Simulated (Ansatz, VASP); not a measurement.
**Ti3H: VASP beside Ansatz**

INCAR

```
  PREC = Accurate
  ENCUT = 520
  EDIFF = 1E-6
  ISMEAR = 0
  SIGMA = 0.1
  LREAL = F
  LASPH = T
  NELM = 80
  ALGO = Normal
  ISIF = 2
  LWAVE = F
  LCHARG = F
  LDIPOL = T
  IDIPOL = 3
  DIPOL = 0.5 0.5 0.331
  GGA = PE
  NBANDS = 47
```

The input KPOINTS:

```
Automatic mesh
0
Gamma
  6 6 1
```

The input POSCAR:

```
Ti3H
1.0
    4.6039800811      0.0000000000      0.0000000000
   -2.3019900405      3.9871637087      0.0000000000
    0.0000000000      0.0000000000     22.4969948581
Ti H
6 2
Direct
    0.6666666667      0.3333333333      0.1778015253
    0.3333333333      0.6666666667      0.2195752601
    0.0000000000      0.0000000000      0.2613489950
    0.6666666667      0.3333333333      0.2980583739
    0.3333333333      0.6666666667      0.3304600279
    0.0000000000      0.0000000000      0.3776946615
    0.2757109188      0.7242890812      0.4932656529
    0.3909557479      0.6090442521      0.4932656529
```

Input for Ansatz:

```yaml
crystal:
  lattice:
    - [4.6039800811, 0.0, 0.0]
    - [-2.3019900405, 3.9871637087, 0.0]
    - [0.0, 0.0, 22.4969948581]
  atoms:
    - { symbol: Ti, position: [0.6666666667, 0.3333333333, 0.1778015253] }
    - { symbol: Ti, position: [0.3333333333, 0.6666666667, 0.2195752601] }
    - { symbol: Ti, position: [0.0, 0.0, 0.261348995] }
    - { symbol: Ti, position: [0.6666666667, 0.3333333333, 0.2980583739] }
    - { symbol: Ti, position: [0.3333333333, 0.6666666667, 0.3304600279] }
    - { symbol: Ti, position: [0.0, 0.0, 0.3776946615] }
    - { symbol: H, position: [0.2757109188, 0.7242890812, 0.4932656529] }
    - { symbol: H, position: [0.3909557479, 0.6090442521, 0.4932656529] }
basis:
  ecutwfc: 420
kpoints:
  mp_grid: { grid: [6, 6, 1] }
hamiltonian:
  xc: pbe
scf:
  occupations: { method: gaussian, width: 0.1 }
output:
  forces: true
  eigenvalues: true
efield:
  axis: 3
  dipole_correction: true
  ramp_width: 0.04
```

Alike in both runs: task single point; functional PBE; k mesh 6 × 6 × 1; occupations gaussian, width 0.1 eV; no spin polarisation.

|  | VASP | Ansatz |
| --- | --- | --- |
| version | VASP 6.6.1 | Ansatz 0.2.0 |
| potentials or method | VASP PAW PBE potentials, release 64 (Ti_sv, H), cutoff 520 eV | scalar-relativistic, plane waves, PAW |
| valence electrons in the cell | 74 | 74 |

|  | VASP | Ansatz | Ansatz less VASP |
| --- | --- | --- | --- |
| gap on the k mesh at the Fermi level (eV) | none | none | - |
| rms of the force components (eV/Å) | 0.986 | 0.986 | +0.0001 |

Atom by atom the forces differ by 0.005 eV/Å (rms over components). A gap of «none» marks a metal or a gap that the smearing closes.
